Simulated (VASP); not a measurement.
# Si (Fd-3m) in VASP: further runs, part 2 of 3

VASP 6.6.1. The steps go on from the part before.

## 3. Single point, revPBE

This run uses another cell than the first one, of 20.72 Å³/atom, 1.056 times its volume.

Input file INCAR:

```
ALGO = Normal ; EDIFF = 1E-6
ENCUT = 520 ; GGA = RE
ISIF = 2 ; ISMEAR = -1
LASPH = T ; LCHARG = F
LREAL = F ; LWAVE = F
NBANDS = 11 ; NELM = 80
PREC = Accurate ; SIGMA = 0.05
```

Input file KPOINTS:

```
k-points
0
Gamma
  8 8 8
```

Input file POSCAR:

```
Si
1.0
    0.0000000000      2.7464888575      2.7464888575
    2.7464888575      0.0000000000      2.7464888575
    2.7464888575      2.7464888575      0.0000000000
Si
2
Direct
    0.5000000000      0.5000000000      0.5000000000
    0.7500000000      0.7500000000      0.7500000000
```

Potentials or basis: VASP PAW PBE potentials, release 64 (Si).

On the command line:

```bash
> cat potpaw_PBE.64/Si/POTCAR > POTCAR
> mpirun -np 1 vasp_std > vasp.out
```

OUTCAR:

```text
EDIFF = 1E-6
   ENCUT = 520
   GGA = RE
   ISIF = 2
   ISMEAR = -1
   LASPH = T
   LREAL = F
   NELM = 80
   PREC = Accurate

 ion  position               nearest neighbor table
   1  0.500  0.500  0.500-   2 2.38   2 2.38   2 2.38   2 2.38
   2  0.750  0.750  0.750-   1 2.38   1 2.38   1 2.38   1 2.38

  LATTYP: Found a face centered cubic cell.
 ALAT       =     5.4929777150

  Lattice vectors:

 A1 = (   0.0000000000,   2.7464888575,   2.7464888575)
 A2 = (   2.7464888575,   0.0000000000,   2.7464888575)
 A3 = (   2.7464888575,   2.7464888575,   0.0000000000)

Analysis of symmetry for initial positions (statically):
=====================================================================
 Subroutine PRICEL returns:
 Original cell was already a primitive cell.

 Routine SETGRP: Setting up the symmetry group for a
 face centered cubic supercell.

 Subroutine GETGRP returns: Found 48 space group operations
 (whereof 24 operations were pure point group operations)
 out of a pool of 48 trial point group operations.

The static configuration has the point symmetry T_d .
 The point group associated with its full space group is O_h .

Analysis of symmetry for dynamics (positions and initial velocities):
=====================================================================
 Subroutine PRICEL returns:
 Original cell was already a primitive cell.

 Routine SETGRP: Setting up the symmetry group for a
 face centered cubic supercell.

 Subroutine GETGRP returns: Found 48 space group operations
 (whereof 24 operations were pure point group operations)
 out of a pool of 48 trial point group operations.

The dynamic configuration has the point symmetry T_d .
 The point group associated with its full space group is O_h .

 Subroutine INISYM returns: Found 48 space group operations
 (whereof 24 operations are pure point group operations),
 and found     1 'primitive' translations

----------------------------------------------------------------------------------------

                                     Primitive cell

  volume of cell :      41.4346

  direct lattice vectors                    reciprocal lattice vectors
     0.000000000  2.746488858  2.746488858    -0.182050620  0.182050620  0.182050620
     2.746488858  0.000000000  2.746488858     0.182050620 -0.182050620  0.182050620
     2.746488858  2.746488858  0.000000000     0.182050620  0.182050620 -0.182050620

  length of vectors
     3.884121791  3.884121791  3.884121791     0.315320924  0.315320924  0.315320924

  position of ions in fractional coordinates (direct lattice)
     0.500000000  0.500000000  0.500000000
     0.750000000  0.750000000  0.750000000

  ion indices of the primitive-cell ions
   primitive index   ion index
                 1           1
                 2           2

----------------------------------------------------------------------------------------

 KPOINTS: k-points

Automatic generation of k-mesh.
 Grid dimensions read from file:
 generate k-points for:    8    8    8

 Generating k-lattice:

  Cartesian coordinates                     Fractional coordinates (reciprocal lattice)
[... 21 lines left out ...]
  0.500000  0.000000  0.000000      4.000000
  0.125000  0.125000  0.000000      6.000000
[... 16 lines left out ...]
  0.500000  0.250000  0.125000     48.000000
 -0.375000  0.250000  0.125000     24.000000
 [... further k-points ...]
   k-points           NKPTS =     29   k-points in BZ     NKDIM =     29   number of bands    NBANDS=     11
   number of dos      NEDOS =    301   number of ions     NIONS =      2
   total plane-waves  NPLWV =  27000
   dimension x,y,z NGX =    30 NGY =   30 NGZ =   30
   dimension x,y,z NGXF=    60 NGYF=   60 NGZF=   60
   ions per type =               2
   NGX,Y,Z   is equivalent  to a cutoff of  12.84, 12.84, 12.84 a.u.
   NGXF,Y,Z  is equivalent  to a cutoff of  25.68, 25.68, 25.68 a.u.
 SYSTEM =  unknown system
   PREC   = accura    normal or accurate (medium, high low for compatibility)
   ISTART =      0    job   : 0-new  1-cont  2-samecut
   ICHARG =      2    charge: 1-file 2-atom 10-const
   ISPIN  =      1    spin polarized calculation?
   LNONCOLLINEAR =      F non collinear calculations
   LSORBIT =      F    spin-orbit coupling
   LASPH  =      T    aspherical Exc in radial PAW
   ENCUT  =  520.0 eV  38.22 Ry    6.18 a.u.   7.22  7.22  7.22*2*pi/ulx,y,z
   NELM   =     80;   NELMIN=  2; NELMDL= -5     # of ELM steps
   EDIFF  = 0.1E-05   stopping-criterion for ELM
   LREAL  =      F    real-space projection
   EDIFFG = 0.1E-04   stopping-criterion for IOM
   NSW    =      0    number of steps for IOM
   IBRION =     -1    ionic relax: 0-MD 1-quasi-New 2-CG
   NFREE  =      0    steps in history (QN), initial steepest desc. (CG)
   ISIF   =      2    stress and relaxation
   ISYM   =      2    0-nonsym 1-usesym 2-fastsym
   POTIM  = 0.5000    time-step for ionic-motion
   TEBEG  =    0.0;   TEEND  =   0.0 temperature during run
   PSTRESS=    0.0 pullay stress
   NELECT =       8.0000    total number of electrons
   NUPDOWN=      -1.0000    fix difference up-down
   EMIN   =  10.00;   EMAX   =-10.00  energy-range for DOS
   EFERMI =   0.00;   METHOD = LEGACY
   ISMEAR =    -1;   SIGMA  =   0.05  broadening in eV -4-tet -1-fermi 0-gaus
   EFERMI_NEDOS =   21; number of points for ismear=-14 and -15
   IALGO  =     38    algorithm
   IMIX   =      4    mixing-type and parameters
     AMIX     =   0.40;   BMIX     =  1.00
     AMIX_MAG =   1.60;   BMIX_MAG =  1.00
  volume/ion in A,a.u.               =      20.72       139.81
  Fermi-wavevector in a.u.,A,eV,Ry     =   0.946202  1.788062 12.181260  0.895297
  Thomas-Fermi vector in A             =   2.074177
   LORBIT       =      0    0 simple, 1 ext, 2 COOP (PROOUT), +10 PAW based schemes
   GGA     = RE    functional components
   LHFCALC =     F    Hartree Fock is set to
   AEXX    =    0.0000 exact exchange contribution
   IVDW    =     0    specifies the selected vdW correction
   LEPSILON=     F    determine dielectric tensor
   LRPA    =     F    only Hartree local field effects (RPA)
 non-spin polarized calculation
  energy-cutoff  :      520.00
  volume of cell :       41.43
 maximum number of plane-waves:      1139
 NGX is ok and might be reduce to    30
   NGX = 15   NGY = 15   NGZ = 15

 number of electron       8.0000001 magnetization

 Free energy of the ion-electron system (eV)
  ---------------------------------------------------
  ext. energy  EPLUGINS =         0.00000000
  ---------------------------------------------------
  free energy    TOTEN  =       -10.42814000 eV

  energy without entropy =      -10.42812789  energy(sigma->0) =      -10.42813394

 E-fermi :   5.8760     XC(G=0):  -9.2070

 val. band max:        5.5397253103   @ k =   0.0000   0.0000   0.0000
 cond. band min:       6.2516293529   @ k =   0.3750   0.3750   0.0000
 fundamental gap:      0.7119040426
 Fermi energy:         5.8760307458

 k-point     1 :       0.0000    0.0000    0.0000
  band No.  band energies     occupation
      1      -6.1683      2.00000
      2       5.5397      1.99760
      3       5.5397      1.99760
      4       5.5397      1.99760
      5       8.0936      0.00000
      6       8.0936      0.00000
      7       8.0936      0.00000
      8       8.6160      0.00000
      9      13.1994      0.00000
     10      13.1994      0.00000
     11      13.5205      0.00000
[... 309 lines left out ...]
 k-point    24 :      -0.3750    0.2500    0.1250
  band No.  band energies     occupation
      1      -3.4006      2.00000
      2      -1.1027      2.00000
      3       2.2041      2.00000
      4       3.4625      2.00000
      5       8.5649      0.00000
      6       8.7188      0.00000
      7      11.3569      0.00000
      8      12.5968      0.00000
      9      12.8169      0.00000
     10      16.0131      0.00000
     11      17.0332      0.00000

 [... further k-points ...]

------------------------ aborting loop because EDIFF is reached ----------------------------------------

  FORCE on cell =-STRESS in cart. coord.  units (eV):
  Direction    XX          YY          ZZ          XY          YZ          ZX
  --------------------------------------------------------------------------------------
  -------------------------------------------------------------------------------------
  Total       -0.0366356     -0.0366356     -0.0366356      0.0000000      0.0000000      0.0000000
  in kB       -1.4166120     -1.4166120     -1.4166120      0.0000000      0.0000000      0.0000000
  external PRESSURE =      -1.4166120 kB  Pullay stress =       0.0000000 kB

 VOLUME and BASIS-vectors are now :
 -----------------------------------------------------------------------------
  energy-cutoff  :      520.00
  volume of cell :       41.43
      direct lattice vectors                 reciprocal lattice vectors
     0.000000000  2.746488858  2.746488858    -0.182050620  0.182050620  0.182050620
     2.746488858  0.000000000  2.746488858     0.182050620 -0.182050620  0.182050620
     2.746488858  2.746488858  0.000000000     0.182050620  0.182050620 -0.182050620

 POSITION                                       TOTAL-FORCE (eV/Angst)
 -----------------------------------------------------------------------------------
      2.74649      2.74649      2.74649         0.000000      0.000000      0.000000
      4.11973      4.11973      4.11973        -0.000000     -0.000000     -0.000000
 -----------------------------------------------------------------------------------
    total drift:                                0.000000     -0.000000     -0.000000

  FREE ENERGIE OF THE ION-ELECTRON SYSTEM (eV)
  ---------------------------------------------------
  free  energy   TOTEN  =       -10.4281400013 eV

  energy  without entropy=      -10.4281278854  energy(sigma->0) =      -10.42813394
```

stdout:

```text
POSCAR found type information on POSCAR Si
 POSCAR found :  1 types and       2 ions
 scaLAPACK will be used
 -----------------------------------------------------------------------------
|                                                                             |
|                                                                             |
|     You enforced a specific xc type in the INCAR file but a different       |
|     I HOPE YOU KNOW WHAT YOU ARE DOING!                                     |
|                                                                             |
 -----------------------------------------------------------------------------

 LDA part: xc-table for (Slater+PW92), standard interpolation
 POSCAR, INCAR and KPOINTS ok, starting setup
 FFT: planning ... GRIDC
 FFT: planning ... GRID_SOFT
 FFT: planning ... GRID
 WAVECAR not read
 entering main loop
```

Run time: 13 s. Hardware: 1 thread of AMD EPYC 7R43 (Zen 3), shared host; peak memory 0.12 GiB.

What came out:

```yaml
Free_energy: -10.4281 eV
Pressure: -0.1 GPa
Band_gap_on_the_k_mesh: 0.71 eV, indirect (least direct gap 2.55 eV)
```

Caveat: the PAW data sets were made with another functional, which shifts forces and pressure a little.

## 4. Single point, LDA

This run uses another cell than the first one, of 19.69 Å³/atom, 1.004 times its volume.

Input file INCAR:

```
SYSTEM = Si
ALGO = Normal
EDIFF = 1E-6
ENCUT = 520
GGA = CA
ISIF = 2
ISMEAR = -1
LASPH = .TRUE.
LCHARG = .FALSE.
LREAL = .FALSE.
LWAVE = .FALSE.
NBANDS = 11
NELM = 60
PREC = Accurate
SIGMA = 0.05
```

Input file KPOINTS:

```
k-points
0
G
  8 8 8
  0 0 0
```

Input file POSCAR:

```
Si
1.0
    0.0000000000      2.7003660774      2.7003660774
    2.7003660774      0.0000000000      2.7003660774
    2.7003660774      2.7003660774      0.0000000000
Si
2
Direct
    0.5000000000      0.5000000000      0.5000000000
    0.7500000000      0.7500000000      0.7500000000
```

Potentials or basis: VASP PAW LDA potentials, release 64 (Si).

On the command line:

```bash
> cat potpaw_LDA.64/Si/POTCAR > POTCAR
> mpirun -np 1 vasp_std > vasp.out
```

Wall time 10 s (1 thread of AMD EPYC 7R43 (Zen 3), shared host); peak memory 0.1 GiB.

Results (log left out):

- Free energy: -11.9156 eV
- Pressure: 0.1 GPa
- Band gap on the k mesh: 0.49 eV, indirect (least direct gap 2.53 eV)

Levels at points of the mesh, in eV from the valence-band top:
| k point | band 1 | band 2 | band 3 | band 4 | band 5 | band 6 | band 7 | band 8 | band 9 |
| --- | --- | --- | --- | --- | --- | --- | --- | --- | --- |
| (0.00, 0.00, 0.00) | -12.07 | 0.00 | 0.00 | 0.00 | 2.53 | 2.53 | 2.53 | 3.40 | 7.74 |
| (0.50, 0.00, 0.00) | -9.69 | -7.07 | -1.21 | -1.21 | 1.49 | 3.28 | 3.28 | 7.54 | 10.56 |
| (0.50, 0.50, 0.00) | -7.87 | -7.87 | -2.90 | -2.90 | 0.57 | 0.57 | 10.12 | 10.12 | 10.97 |

A k mesh can miss the band edges. A hybrid or GW would open this gap; LDA tends to underestimate it.

## 5. Single point, PBE

This run uses another cell than the first one, of 20.45 Å³/atom, 1.043 times its volume.

Input file INCAR:

```
PREC     = Accurate       # precision mode
ENCUT    = 520            # plane-wave cutoff, eV
EDIFF    = 1E-6           # SCF threshold, eV
ISMEAR   = -1             # smearing method
SIGMA    = 0.05           # smearing width, eV
LREAL    = F              # projectors in reciprocal space
LASPH    = T              # aspherical terms in the spheres
NELM     = 80             # most SCF steps
ALGO     = Normal         # electronic algorithm
ISIF     = 2              # what is computed and relaxed
LWAVE    = F              # write WAVECAR
LCHARG   = F              # write CHGCAR
GGA      = PE             # functional
NBANDS   = 11             # bands
```

Input file KPOINTS:

```
regular mesh
0
Gamma
  8 8 8
```

Input file POSCAR:

```
Si
1.0
    0.0000000000      2.7348301957      2.7348301957
    2.7348301957      0.0000000000      2.7348301957
    2.7348301957      2.7348301957      0.0000000000
Si
2
Direct
    0.5000000000      0.5000000000      0.5000000000
    0.7500000000      0.7500000000      0.7500000000
```

Potentials or basis: VASP PAW PBE potentials, release 64 (Si).

On the command line:

```bash
> cat potpaw_PBE.64/Si/POTCAR > POTCAR
> mpirun -np 1 vasp_std > vasp.out
```

Run time: 14 s. Hardware: 1 thread of AMD EPYC 7R43 (Zen 3), shared host; peak memory 0.11 GiB.

It converged, with:

```yaml
Free_energy: -10.8461 eV
Pressure: 0.0 GPa
Band_gap_on_the_k_mesh: 0.65 eV, indirect (least direct gap 2.56 eV)
```

Levels at points of the mesh, in eV from the valence-band top:
| k point | band 1 | band 2 | band 3 | band 4 | band 5 | band 6 | band 7 | band 8 |
| --- | --- | --- | --- | --- | --- | --- | --- | --- |
| (0.00, 0.00, 0.00) | -11.81 | 0.00 | 0.00 | 0.00 | 2.56 | 2.56 | 2.56 | 3.13 |
| (0.50, 0.00, 0.00) | -9.53 | -6.87 | -1.18 | -1.18 | 1.46 | 3.35 | 3.35 | 7.70 |
| (0.50, 0.50, 0.00) | -7.74 | -7.74 | -2.79 | -2.79 | 0.75 | 0.75 | 9.93 | 9.93 |

A k mesh can miss the band edges. A hybrid or GW would open this gap; PBE tends to underestimate it.

(Part 2 of 3 ends here.)
